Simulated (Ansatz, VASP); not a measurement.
**HfO2 in VASP and in Ansatz**

```
O Hf
1.0
     3.75401    0.00000    0.00000
     0.00000    3.75401    0.00000
     0.00000    0.00000    5.41691
O Hf
4 2
Direct
  0.00000 0.50000 0.20100
  0.00000 0.50000 0.70100
  0.50000 0.00000 0.29900
  0.50000 0.00000 0.79900
  0.00000 0.00000 0.00000
  0.50000 0.50000 0.50000
```

Alike in both runs: task single point; functional PBE; k mesh 7 × 7 × 5; no spin polarisation.

|  | VASP | Ansatz |
| --- | --- | --- |
| version | VASP 6.6.1 | Ansatz 0.2.0 |
| potentials or method | VASP PAW PBE potentials, release 64 (O, Hf_pv), cutoff 520 eV | PAW plane waves |
| occupations | fermi-dirac, width 0.1 eV | fermi-dirac |
| valence electrons in the cell | 44 | 76 |

Ansatz gave:

- gap on the k mesh at the Fermi level (eV): 4.13
- pressure (GPa): -22.2
- traceless stress, the component that is largest in VASP (GPa): 2.67
- rms of the force components (eV/Å): 0.276

Which values does VASP return?

gap on the k mesh at the Fermi level (eV): 4.09; pressure (GPa): -24.6; traceless stress, the component that is largest in VASP (GPa): 2.80; rms of the force components (eV/Å): 0.298.

Atom by atom the forces differ by 0.022 eV/Å (rms over components). VASP's potentials hold 44 valence electrons a cell and Ansatz's 76, so a difference there can come from the potentials and not from the codes.

Neither program's run includes spin-orbit coupling.
